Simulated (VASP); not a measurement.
Input of a VASP 6.6.1 run:

The input INCAR:

```
PREC = Accurate ; ENCUT = 520
EDIFF = 1E-7 ; ISMEAR = -1
SIGMA = 0.05 ; LREAL = F
LASPH = T ; NELM = 150
ALGO = Normal ; ISIF = 2
LWAVE = F ; LCHARG = F
ISPIN = 2 ; MAGMOM = 1.7 1.7
LORBIT = 11 ; LMAXMIX = 4
GGA = PS ; NBANDS = 20
```

File KPOINTS:

```
regular mesh
0
Gamma
  20 20 11
```

POSCAR

```
Co
1.0
    2.3188398834      0.0000000000      0.0000000000
   -1.1594199417      2.0081742463      0.0000000000
    0.0000000000      0.0000000000      3.7434129659
Co
2
Direct
    0.3333333333      0.6666666667      0.2500000000
    0.6666666667      0.3333333333      0.7500000000
```

Potentials or basis: VASP PAW PBE potentials, release 64 (Co).

Command:

```bash
$ cat potpaw_PBE.64/Co/POTCAR > POTCAR
$ mpirun -np 1 vasp_std > vasp.out
```

(1) Predict the site moments.

(2) Estimate the net moment.

## Answers

(1) Co +1.33 μB.

(2) 2.70 μB per cell.
